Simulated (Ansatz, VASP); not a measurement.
**One calculation of Al3Cl, two programs**

```
Al Cl
1.0
     5.65051    0.00000    0.00000
    -2.82526    4.89349    0.00000
     0.00000    0.00000    2.97491
Al Cl
3 1
Direct
  0.50000 0.00000 0.34610
  0.00000 0.50000 0.34610
  0.50000 0.50000 0.34610
  0.00000 0.00000 0.34922
```

Alike in both runs: functional PBE; k mesh 5 × 5 × 5; occupations gaussian, width 0.2 eV; no spin polarisation.

Ansatz relaxed the structure, and its values are those at the end. VASP's run is a single point on that final structure, the one shown.

|  | VASP | Ansatz |
| --- | --- | --- |
| version | VASP 6.6.1 | Ansatz 0.2.0 |
| potentials or method | VASP PAW PBE potentials, release 64 (Al, Cl), cutoff 500 eV | scalar-relativistic, plane waves, PAW |
| valence electrons in the cell | 16 | 16 |

|  | VASP | Ansatz | Ansatz less VASP |
| --- | --- | --- | --- |
| gap on the k mesh at the Fermi level (eV) | none | none | - |
| pressure (GPa) | 0.2 | 0.3 | +0.04 |

A gap of «none» marks a metal or a gap that the smearing closes. The functional is the same, so the differences come from potentials, cutoffs and numerics.

The k mesh is coarse, so the values compare programs but aren't converged.
